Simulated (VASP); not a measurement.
Write the native input for VASP 6.6.1 that does the following.

```
Task                   : single point
Functional             : PBEsol
Potentials or basis    : VASP PAW PBE potentials, release 64 (Si, O)
Cutoff                 : 520 eV
k mesh                 : 5 × 5 × 4
Occupations            : fermi-dirac, width 0.1 eV
Spin                   : no spin polarisation
Dipole correction      : no
Further INCAR settings : ALGO = Normal; EDIFF = 1e-06; NBANDS = 44
```

The structure of SiO2 lies in POSCAR:

```
SiO2
1.0
    5.0322094500      0.0000000000      0.0000000000
    0.0000000000      5.0322094500      0.0000000000
    0.0000000000      0.0000000000      7.0065497700
Si O
4 8
Direct
    0.3002800000      0.3002800000      0.0000000000
    0.1997200000      0.8002800000      0.2500000000
    0.6997200000      0.6997200000      0.5000000000
    0.8002800000      0.1997200000      0.7500000000
    0.2392000000      0.1044000000      0.1787000000
    0.3956000000      0.7392000000      0.4287000000
    0.7608000000      0.8956000000      0.6787000000
    0.6044000000      0.2608000000      0.9287000000
    0.7392000000      0.3956000000      0.5713000000
    0.8956000000      0.7608000000      0.3213000000
    0.2608000000      0.6044000000      0.0713000000
    0.1044000000      0.2392000000      0.8213000000
```

One way to write it, as run:

INCAR

```
SYSTEM = SiO2
ALGO     = Normal         ! electronic algorithm
EDIFF    = 1E-6           ! SCF threshold, eV
ENCUT    = 520            ! plane-wave cutoff, eV
GGA      = PS             ! functional
ISIF     = 2              ! what is computed and relaxed
ISMEAR   = -1             ! smearing method
LASPH    = .TRUE.         ! aspherical terms in the spheres
LCHARG   = .FALSE.        ! write CHGCAR
LREAL    = .FALSE.        ! projectors in reciprocal space
LWAVE    = .FALSE.        ! write WAVECAR
NBANDS   = 44             ! bands
NELM     = 80             ! most SCF steps
PREC     = Accurate       ! precision mode
SIGMA    = 0.1            ! smearing width, eV
```

KPOINTS

```
k-points
0
G
  5 5 4
  0 0 0
```

Potentials or basis: VASP PAW PBE potentials, release 64 (Si, O).

Run with:

```console
$ cat potpaw_PBE.64/Si/POTCAR potpaw_PBE.64/O/POTCAR > POTCAR
$ mpirun -np 1 vasp_std > vasp.out
```

It gave:

The pressure is -0.6 GPa, the largest force is 0.047 eV/Å and the band gap on the k mesh is 5.54 eV, direct.

Caveat: the PAW data sets were made with another functional, which shifts forces and pressure a little.

It took 2.1 min on 1 thread of Intel(R) Xeon(R) Platinum 8375C CPU @ 2.90GHz (Ice Lake) (shared host), peak memory 0.32 GiB.
